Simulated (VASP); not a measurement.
# MgS (P6_3mc) in VASP: single point with HSE06

Aim: the single point of MgS with HSE06.

Everything below comes from runs of VASP 6.6.1. Logs are shortened: lines on timing, memory, paths and dates and some standing lists are left out, and cuts for length are marked.

### Step 1. The cell of the first run

The structure is hexagonal, space group P6_3mc (No. 186). Conventional cell: a = 3.825 Å, b = 3.825 Å, c = 6.128 Å, α = 90.00°, β = 90.00°, γ = 120.00°. Within 3.1 Å of Mg (site symmetry 3m) lie 4 S at 2.32 to 2.34 Å. S (site symmetry 3m) has 4 Mg at 2.32 to 2.34 Å within 3.1 Å.

### Step 2. Single point, HSE06 (strain -5.0%)

Contents of POSCAR:

```
MgS
1.0
    3.8252172404      0.0000000000      0.0000000000
   -1.9126086202      3.3127353052      0.0000000000
    0.0000000000      0.0000000000      6.1282782732
Mg S
2 2
Direct
    0.6666666667      0.3333333333      0.4967795878
    0.3333333333      0.6666666667      0.9967795878
    0.3333333333      0.6666666667      0.3782194122
    0.6666666667      0.3333333333      0.8782194122
```

Contents of INCAR.step1:

```
PREC = Accurate ; ENCUT = 520
EDIFF = 1E-5 ; ISMEAR = 0
SIGMA = 0.01 ; LREAL = F
LASPH = T ; NELM = 100
ALGO = Normal ; ISIF = 2
LWAVE = T ; LCHARG = F
GGA = PE ; NBANDS = 16
```

Contents of INCAR.step2:

```
PREC = Accurate ; ENCUT = 520
EDIFF = 1E-6 ; ISMEAR = 0
SIGMA = 0.01 ; LREAL = F
LASPH = T ; NELM = 100
ALGO = Normal ; ISIF = 2
LWAVE = F ; LCHARG = F
GGA = PE ; LHFCALC = T
HFSCREEN = 0.2079 ; PRECFOCK = Normal
ISTART = 1 ; NBANDS = 16
```

Contents of KPOINTS:

```
regular mesh
0
Gamma
  6 6 4
```

Potentials or basis: VASP PAW PBE potentials, release 64 (Mg, S).

Started as:

```sh
$ cat potpaw_PBE.64/Mg/POTCAR potpaw_PBE.64/S/POTCAR > POTCAR
$ cp INCAR.step1 INCAR
$ mpirun -np 1 vasp_std > vasp.out
$ cp INCAR.step2 INCAR
$ mpirun -np 1 vasp_std > vasp.out
```

OUTCAR:

```text
PREC = Accurate
   ENCUT = 520
   EDIFF = 1E-6
   ISMEAR = 0
   LREAL = F
   LASPH = T
   NELM = 100
   ISIF = 2
   GGA = PE
   LHFCALC = T
   HFSCREEN = 0.2079
   PRECFOCK = Normal
   ISTART = 1

 ion  position               nearest neighbor table
   1  0.667  0.333  0.497-   3 2.32   3 2.32   3 2.32   4 2.34
   2  0.333  0.667  0.997-   4 2.32   4 2.32   4 2.32   3 2.34
   3  0.333  0.667  0.378-   1 2.32   1 2.32   1 2.32   2 2.34
   4  0.667  0.333  0.878-   2 2.32   2 2.32   2 2.32   1 2.34

  LATTYP: Found a hexagonal cell.
 ALAT       =     3.8252172404
 C/A-ratio  =     1.6020732649

  Lattice vectors:

 A1 = (   3.8252172404,   0.0000000000,   0.0000000000)
 A2 = (  -1.9126086202,   3.3127353052,   0.0000000000)
 A3 = (   0.0000000000,   0.0000000000,   6.1282782732)

Analysis of symmetry for initial positions (statically):
=====================================================================
 Subroutine PRICEL returns:
 Original cell was already a primitive cell.

 Routine SETGRP: Setting up the symmetry group for a
 hexagonal supercell.

 Subroutine GETGRP returns: Found 12 space group operations
 (whereof  6 operations were pure point group operations)
 out of a pool of 24 trial point group operations.

The static configuration has the point symmetry C_3v.
 The point group associated with its full space group is C_6v.

Analysis of symmetry for dynamics (positions and initial velocities):
=====================================================================
 Subroutine PRICEL returns:
 Original cell was already a primitive cell.

 Routine SETGRP: Setting up the symmetry group for a
 hexagonal supercell.

 Subroutine GETGRP returns: Found 12 space group operations
 (whereof  6 operations were pure point group operations)
 out of a pool of 24 trial point group operations.

The dynamic configuration has the point symmetry C_3v.
 The point group associated with its full space group is C_6v.

 Subroutine INISYM returns: Found 12 space group operations
 (whereof  6 operations are pure point group operations),
 and found     1 'primitive' translations

----------------------------------------------------------------------------------------

                                     Primitive cell

  volume of cell :      77.6571

  direct lattice vectors                    reciprocal lattice vectors
     3.825217240  0.000000000  0.000000000     0.261423061  0.150932675  0.000000000
    -1.912608620  3.312735305  0.000000000     0.000000000  0.301865349  0.000000000
     0.000000000  0.000000000  6.128278273     0.000000000  0.000000000  0.163177969

  length of vectors
     3.825217240  3.825217240  6.128278273     0.301865349  0.301865349  0.163177969

  position of ions in fractional coordinates (direct lattice)
     0.666666667  0.333333333  0.496779588
     0.333333333  0.666666667  0.996779588
     0.333333333  0.666666667  0.378219412
     0.666666667  0.333333333  0.878219412

  ion indices of the primitive-cell ions
   primitive index   ion index
                 1           1
                 2           2
                 3           3
                 4           4

----------------------------------------------------------------------------------------

 KPOINTS: regular mesh

Automatic generation of k-mesh.
 Grid dimensions read from file:
 generate k-points for:    6    6    4

 Generating k-lattice:

  Cartesian coordinates                     Fractional coordinates (reciprocal lattice)
     0.043570510  0.025155446  0.000000000     0.166666667 -0.000000000  0.000000000
     0.000000000  0.050310892  0.000000000     0.000000000  0.166666667  0.000000000
     0.000000000  0.000000000  0.040794492     0.000000000  0.000000000  0.250000000

  Length of vectors
     0.050310892  0.050310892  0.040794492

  Shift w.r.t. Gamma in fractional coordinates (k-lattice)
     0.000000000  0.000000000  0.000000000

 Subroutine IBZKPT returns following result:
 ===========================================

 Found     21 irreducible k-points:

 Following reciprocal coordinates:
            Coordinates               Weight
  0.000000  0.000000  0.000000      1.000000
  0.166667  0.000000  0.000000      6.000000
  0.333333  0.000000  0.000000      6.000000
  0.500000  0.000000  0.000000      3.000000
  0.166667  0.166667  0.000000      6.000000
  0.333333  0.166667  0.000000     12.000000
[... 13 lines left out ...]
  0.333333  0.166667  0.500000     12.000000
  0.333333  0.333333  0.500000      2.000000
   k-points           NKPTS =     21   k-points in BZ     NKDIM =    144   number of bands    NBANDS=     16
   number of dos      NEDOS =    301   number of ions     NIONS =      4
   total plane-waves  NPLWV =  37632
   dimension x,y,z NGX =    28 NGY =   28 NGZ =   48
   dimension x,y,z NGXF=    56 NGYF=   56 NGZF=   96
   ions per type =               2   2
   NGX,Y,Z   is equivalent  to a cutoff of  12.17, 12.17, 13.02 a.u.
   NGXF,Y,Z  is equivalent  to a cutoff of  24.34, 24.34, 26.04 a.u.
 SYSTEM =  unknown system
   PREC   = accura    normal or accurate (medium, high low for compatibility)
   ISTART =      1    job   : 0-new  1-cont  2-samecut
   ICHARG =      0    charge: 1-file 2-atom 10-const
   ISPIN  =      1    spin polarized calculation?
   LNONCOLLINEAR =      F non collinear calculations
   LSORBIT =      F    spin-orbit coupling
   LASPH  =      T    aspherical Exc in radial PAW
   ENCUT  =  520.0 eV  38.22 Ry    6.18 a.u.   7.11  7.11 11.39*2*pi/ulx,y,z
   NELM   =    100;   NELMIN=  2; NELMDL=  0     # of ELM steps
   EDIFF  = 0.1E-05   stopping-criterion for ELM
   LREAL  =      F    real-space projection
   EDIFFG = 0.1E-04   stopping-criterion for IOM
   NSW    =      0    number of steps for IOM
   IBRION =     -1    ionic relax: 0-MD 1-quasi-New 2-CG
   NFREE  =      0    steps in history (QN), initial steepest desc. (CG)
   ISIF   =      2    stress and relaxation
   ISYM   =      3    0-nonsym 1-usesym 2-fastsym
   POTIM  = 0.5000    time-step for ionic-motion
   TEBEG  =    0.0;   TEEND  =   0.0 temperature during run
   PSTRESS=    0.0 pullay stress
   NELECT =      16.0000    total number of electrons
   NUPDOWN=      -1.0000    fix difference up-down
   EMIN   =  10.00;   EMAX   =-10.00  energy-range for DOS
   EFERMI =   0.00;   METHOD = LEGACY
   ISMEAR =     0;   SIGMA  =   0.01  broadening in eV -4-tet -1-fermi 0-gaus
   EFERMI_NEDOS =   21; number of points for ismear=-14 and -15
   IALGO  =     38    algorithm
   IMIX   =      1    mixing-type and parameters
     AMIX     =   0.40;   BMIX     =  1.00
     AMIX_MAG =   1.60;   BMIX_MAG =  1.00
  volume/ion in A,a.u.               =      19.41       131.01
  Fermi-wavevector in a.u.,A,eV,Ry     =   0.966914  1.827202 12.720388  0.934922
  Thomas-Fermi vector in A             =   2.096755
   LORBIT       =      0    0 simple, 1 ext, 2 COOP (PROOUT), +10 PAW based schemes
   GGA     = PE    functional components
   LHFCALC =     T    Hartree Fock is set to
   PRECFOCK=normal    Normal, Fast or Accurate (Low or Medium for compatibility)
   ENCUT4O =  -1.0   cutoff for four orbital integrals eV
   NKREDX  =     1    reduce k-point grid by
   NKREDY  =     1    reduce k-point grid by
   NKREDZ  =     1    reduce k-point grid by
   AEXX    =    0.2500 exact exchange contribution
   HFSCREEN=    0.2079 screening length (either q_TF or 0.3 A-1)
   HFSCREENC=   0.2079 screening length for correlation (either q_TF or 0.3 A-1)
   ENCUTFOCK=  -1.0 apply spherical cutoff to Coloumb kernel
   IVDW    =     0    specifies the selected vdW correction
   LEPSILON=     F    determine dielectric tensor
   LRPA    =     F    only Hartree local field effects (RPA)
 non-spin polarized calculation
 Gauss-broadening in eV      SIGMA  =   0.01
  energy-cutoff  :      520.00
  volume of cell :       77.66
 maximum number of plane-waves:      2116
  NGX = 24; NGY = 24; NGZ = 36

 number of electron      16.0000001 magnetization

 Free energy of the ion-electron system (eV)
  ---------------------------------------------------
  ext. energy  EPLUGINS =         0.00000000
  ---------------------------------------------------
  free energy    TOTEN  =       -19.28680826 eV

  energy without entropy =      -19.28680826  energy(sigma->0) =      -19.28680826

 E-fermi :   1.6283     XC(G=0):  -7.4976

 val. band max:        1.5066493923   @ k =   0.0000   0.0000   0.0000
 cond. band min:       6.8891898328   @ k =   0.0000   0.0000   0.0000
 fundamental gap:      5.3825404405
 Fermi energy:         1.6282900502

 k-point     1 :       0.0000    0.0000    0.0000
  band No.  band energies     occupation
      1     -11.6877      2.00000
      2     -10.5923      2.00000
      3      -2.6311      2.00000
      4       0.8222      2.00000
      5       0.8222      2.00000
      6       1.3510      2.00000
[... 8 lines left out ...]
     15      11.7518      0.00000
     16      12.3823      0.00000

 k-point     2 :       0.1667    0.0000    0.0000
  band No.  band energies     occupation
      1     -11.4928      2.00000
      2     -10.4931      2.00000
      3      -2.3522      2.00000
      4      -0.1423      2.00000
      5       0.4296      2.00000
      6       0.5488      2.00000
[... 8 lines left out ...]
     15      11.6556      0.00000
     16      12.0013      0.00000

 k-point     3 :       0.3333    0.0000    0.0000
  band No.  band energies     occupation
      1     -11.0176      2.00000
      2     -10.3238      2.00000
      3      -1.7190      2.00000
      4      -1.5330      2.00000
      5      -0.9368      2.00000
      6       0.1225      2.00000
[... 8 lines left out ...]
     15      12.1902      0.00000
     16      13.5633      0.00000
[... 305 lines left out ...]
 k-point    20 :       0.3333    0.1667    0.5000
  band No.  band energies     occupation
      1     -10.4917      2.00000
      2     -10.4917      2.00000
      3      -2.1543      2.00000
      4      -2.1543      2.00000
      5      -0.3453      2.00000
      6      -0.3453      2.00000
[... 8 lines left out ...]
     15      13.0363      0.00000
     16      13.0363      0.00000

 k-point    21 :       0.3333    0.3333    0.5000
  band No.  band energies     occupation
      1     -10.3908      2.00000
      2     -10.3908      2.00000
      3      -1.9815      2.00000
      4      -1.9815      2.00000
      5      -1.1070      2.00000
      6      -1.1070      2.00000
[... 8 lines left out ...]
     15      12.3714      0.00000
     16      12.3714      0.00000

------------------------ aborting loop because EDIFF is reached ----------------------------------------

  FORCE on cell =-STRESS in cart. coord.  units (eV):
  Direction    XX          YY          ZZ          XY          YZ          ZX
  --------------------------------------------------------------------------------------
  -------------------------------------------------------------------------------------
  Total        6.2084212      6.2084212      5.7790978      0.0000000      0.0000000      0.0000000
  in kB      128.0885879    128.0885879    119.2310330      0.0000000      0.0000000      0.0000000
  external PRESSURE =     125.1360696 kB  Pullay stress =       0.0000000 kB

 VOLUME and BASIS-vectors are now :
 -----------------------------------------------------------------------------
  energy-cutoff  :      520.00
  volume of cell :       77.66
      direct lattice vectors                 reciprocal lattice vectors
     3.825217240  0.000000000  0.000000000     0.261423061  0.150932675  0.000000000
    -1.912608620  3.312735305  0.000000000     0.000000000  0.301865349  0.000000000
     0.000000000  0.000000000  6.128278273     0.000000000  0.000000000  0.163177969

 POSITION                                       TOTAL-FORCE (eV/Angst)
 -----------------------------------------------------------------------------------
      1.91261      1.10425      3.04440        -0.000000     -0.000000     -0.003251
     -0.00000      2.20849      6.10854         0.000000      0.000000     -0.003251
     -0.00000      2.20849      2.31783        -0.000000     -0.000000      0.003251
      1.91261      1.10425      5.38197        -0.000000     -0.000000      0.003251
 -----------------------------------------------------------------------------------
    total drift:                                0.000000      0.000000      0.000432

  FREE ENERGIE OF THE ION-ELECTRON SYSTEM (eV)
  ---------------------------------------------------
  free  energy   TOTEN  =       -19.2868082588 eV

  energy  without entropy=      -19.2868082588  energy(sigma->0) =      -19.28680826
```

Run time: 48 min. Hardware: 1 thread of Intel Xeon Platinum 8259CL at 2.50GHz (Skylake/Cascade Lake), shared host; peak memory 0.32 GiB.

Results:

| Quantity | Value |
| --- | --- |
| Free energy | -19.2868 eV |
| Pressure | 12.5 GPa |
| Largest force | 0.003 eV/Å |
| Band gap on the k mesh | 5.38 eV |

Forces in eV/Å, atoms in the order of the input:
```
Mg   0.000  0.000 -0.003
Mg   0.000  0.000 -0.003
S    0.000  0.000  0.003
S    0.000  0.000  0.003
```

Levels at points of the mesh, in eV from the valence-band top:
```tsv
k point	band 6	band 7	band 8	band 9	band 10	band 11
(0.00, 0.00, 0.00)	-0.16	-0.16	0.00	5.38	6.37	9.04
(0.50, 0.00, 0.00)	-1.56	-1.21	-0.56	5.84	6.30	7.51
(0.00, 0.00, 0.50)	-0.43	-0.43	-0.43	6.81	6.81	9.16
(0.50, 0.00, 0.50)	-1.11	-1.03	-1.03	5.82	5.82	7.69
```

Caveat: the cell differs from its parent crystal (strain -5.0%); the cell stands under pressure; the PAW data sets were made with another functional, which shifts forces and pressure a little.
